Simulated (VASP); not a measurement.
Mg5ZnO6:

```xyz
12
Lattice="3.0000 0.0654 -0.0046 -1.4434 2.6725 -0.0033 -0.0224 -0.0317 14.7894" Properties=species:S:1:pos:R:3 pbc="T T T"
Mg    0.0504    1.8151   12.2525
Mg    1.5988    0.7888    2.5506
Mg   -0.0043    1.9932    4.8679
Mg    0.0121    0.0327    7.4624
Mg    1.4002    0.9971    9.9231
Zn   -0.1611   -0.0267    0.0374
O     1.6375    0.8430   13.3770
O    -0.0635    1.6770    1.3839
O    -0.0957    0.0778    3.5948
O     1.5565    1.0425    6.1702
O     0.1091    1.6658    8.7209
O     0.0631   -0.1289   10.9692
```

| Property | Result |
| --- | --- |
| Program | VASP 6.6.1 |
| Task | relaxation of cell and atoms |
| Functional | PBE |
| Potentials or basis | VASP PAW PBE potentials, release 64 (Mg, Zn, O) |
| Cutoff | 600 eV |
| k mesh | 6 × 6 × 1 |
| Occupations | gaussian, width 0.1 eV |
| Spin | no spin polarisation |

At the start: pressure 0.0 GPa; volume 10.00 Å³/atom.

Task: How do energy, volume and symmetry change on relaxing?

Result: Over 26 steps the energy falls by 119.9 meV/atom and the volume is 9.67 Å³/atom (-3.3 %); space group P1 (No. 1, to 0.1 Å) before, P-3m1 (No. 164, to 0.1 Å).

Step by step:
```csv
step,energy change (eV),largest force (eV/Å),pressure (GPa),volume (Å³)
1,0.0000,3.6689,0.03,119.97
2,-1.0175,1.4313,-3.40,119.94
3,-1.0175,1.4265,-3.40,119.95
4,-1.2977,0.5774,0.40,116.30
5,-1.2989,0.6006,0.71,116.05
6,-1.3616,0.3421,0.19,116.20
7,-1.3705,0.4323,0.02,116.27
8,-1.4022,0.2159,-0.27,116.37
9,-1.4047,0.2282,-0.34,116.40
10,-1.4178,0.1595,0.09,116.02
11,-1.4205,0.2115,0.41,115.76
12,-1.4293,0.1108,0.00,116.03
13,-1.4296,0.1254,-0.10,116.09
14,-1.4329,0.0820,-0.05,116.04
15,-1.4331,0.1367,-0.02,116.03
16,-1.4354,0.0537,0.06,115.97
17,-1.4354,0.0595,0.07,115.96
18,-1.4366,0.0577,-0.06,116.04
19,-1.4367,0.0709,-0.12,116.09
20,-1.4376,0.0389,0.01,116.00
21,-1.4378,0.0587,0.12,115.92
22,-1.4384,0.0464,0.08,115.94
23,-1.4386,0.0468,0.02,115.97
24,-1.4390,0.0360,-0.02,116.00
25,-1.4391,0.0367,-0.04,116.02
26,-1.4393,0.0219,0.01,115.99
```

Final structure:
```
CELL_PARAMETERS angstrom
3.01368 0.00016 -0.00036
-1.50687 2.61000 0.00029
-0.00238 -0.00021 14.74643
ATOMIC_POSITIONS crystal
Mg 0.33506 0.66646 0.83201
Mg 0.66538 0.33375 0.16799
Mg 0.33145 0.66661 0.33408
Mg 0.99928 0.99906 0.50004
Mg 0.66705 0.33249 0.66596
Zn 0.00201 0.00270 0.99990
O 0.66892 0.33378 0.91289
O 0.33283 0.66740 0.08699
O 0.99834 0.00016 0.25111
O 0.66545 0.33281 0.41708
O 0.33315 0.66559 0.58301
O 0.00107 0.99919 0.74893
```

Caveat: the k points lie up to 0.43 Å⁻¹ apart in the final cell.
